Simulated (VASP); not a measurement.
Set up this calculation in VASP 6.6.1, as the native input.

* Task: single point
* Functional: PBEsol
* Potentials or basis: VASP PAW PBE potentials, release 64 (O, H, C, N)
* Cutoff: 520 eV
* k mesh: 1 × 1 × 1
* Occupations: fermi-dirac, width 0.02 eV
* Spin: no spin polarisation
* Dipole correction: no
* Further INCAR settings: LREAL = Auto; ALGO = Normal; EDIFF = 1e-07; NBANDS = 50

The structure of H15C2NO6 lies in POSCAR:

```
H15C2NO6
1.0
    6.4392770000      0.0000000000      0.0000000000
    0.0000000000      6.4392770000      0.0000000000
    0.0000000000      0.0000000000      6.4392770000
O H C N
6 15 2 1
Direct
    0.1835454508      0.8779712381     -0.0669174505
    0.3075034666      0.4145341162      0.4458419788
    0.7033553612      0.4533894100      0.5602958220
    0.5842426098      0.8985014933      0.5205553356
    0.1719292399      0.8056649838      0.3512350843
    0.0401753178      0.1520978209      0.6072576160
    0.1332137133      0.9894433801     -0.1485881101
    0.1464605421      0.7574142252     -0.1439913208
    0.4542746026      0.4542590729      0.5042491572
    0.3062766208      0.4269112821      0.3002821590
    0.7761430359      0.5702037667      0.6021794062
    0.7878990141      0.3253004957      0.5621283259
    0.6462371474      0.9506502050      0.3928857230
    0.4391797402      0.9251038587      0.4898686607
    0.1933602173      0.7800409891      0.2009697673
    0.1543651562      0.6815672008      0.4307160571
    0.1465692499      0.2516586878      0.5702503557
    0.0696040875      0.0078580251      0.5671910061
    0.6483336561      0.1433701330     -0.0506423314
    0.7923094472      0.0826024412      0.1939814051
    0.5790556921      0.2786492956      0.1699414391
    0.7126421181      0.2001932826      0.0904449366
    0.8538691533      0.3768746087      0.0386999969
    0.9647201076      0.5021215891     -0.0219589870
```

These files were run (other wordings do the same):

INCAR

```
SYSTEM = H15C2NO6
  PREC = Accurate
  ENCUT = 520
  EDIFF = 1E-7
  ISMEAR = -1
  SIGMA = 0.02
  LREAL = Auto
  LASPH = .True.
  NELM = 60
  ALGO = Normal
  ISIF = 2
  LWAVE = .False.
  LCHARG = .False.
  GGA = PS
  NBANDS = 50
```

KPOINTS

```
regular mesh
0
Gamma
  1 1 1
  0 0 0
```

Potentials or basis: VASP PAW PBE potentials, release 64 (O, H, C, N).

Run with:

```sh
$ cat potpaw_PBE.64/O/POTCAR potpaw_PBE.64/H/POTCAR potpaw_PBE.64/C/POTCAR potpaw_PBE.64/N/POTCAR > POTCAR
$ mpirun -np 1 vasp_gam > vasp.out
```

Results of the run:

```
Pressure      : 1.7 GPa
Largest force : 3.574 eV/Å
```

Caveat: the k points lie up to 0.98 Å⁻¹ apart; the PAW data sets were made with another functional, which shifts forces and pressure a little.

It took 19 s on 1 thread of Intel(R) Xeon(R) Platinum 8488C (Sapphire Rapids), with other jobs on the host, peak memory 0.3 GiB.
